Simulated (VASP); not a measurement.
AlNi: single point with r2SCAN

Crystal: AlNi.

```
Al Ni
1.0
     1.93869   -1.95319    0.00000
     1.93869    1.95319    0.00000
     0.00000    0.00000    3.09943
Al Ni
1 1
Direct
  0.00000 0.00000 0.00000
  0.50000 0.50000 0.50000
```

* Program: VASP 6.6.1
* Task: single point
* Functional: r2SCAN
* Potentials or basis: VASP PAW PBE potentials, release 64 (Al, Ni)
* Cutoff: 520 eV
* k mesh: 16 × 16 × 14
* Occupations: methfessel-paxton, width 0.5 eV
* Spin: no spin polarisation
* Dipole correction: no
* Further INCAR settings: ALGO = Normal; EDIFF = 1e-06; NBANDS = 14

* Pressure: 0.4 GPa

Stress tensor (GPa, compression positive):
```
 3.51  0.00  0.00
 0.00  1.84  0.00
 0.00  0.00 -4.10
```

Levels at points of the mesh, in eV from the Fermi level:
```csv
k point,band 5,band 6,band 7,band 8,band 9,band 10
"(0.00, 0.00, 0.00)",-1.72,-1.48,3.13,7.39,7.52,7.57
"(0.50, 0.00, 0.00)",-2.22,-1.60,-0.37,8.18,8.28,9.95
"(0.50, 0.50, 0.00)",-2.56,-2.50,-0.86,2.32,3.52,11.65
"(0.00, 0.00, 0.50)",-2.16,-1.44,-1.31,8.77,11.81,11.85
"(0.50, 0.00, 0.50)",-2.14,-1.99,-1.29,1.40,2.38,14.69
"(0.50, 0.50, 0.50)",-0.85,1.85,2.12,2.25,4.22,4.31
```

Wall time 7.2 min on 1 thread of AMD EPYC 9R45 (Zen 5), with other jobs on the host, peak memory 0.26 GiB.

Caveat: the PAW data sets were made with another functional, which shifts forces and pressure a little. Spin polarisation is off, so any magnetic state and its effect on volume and gap are missing.
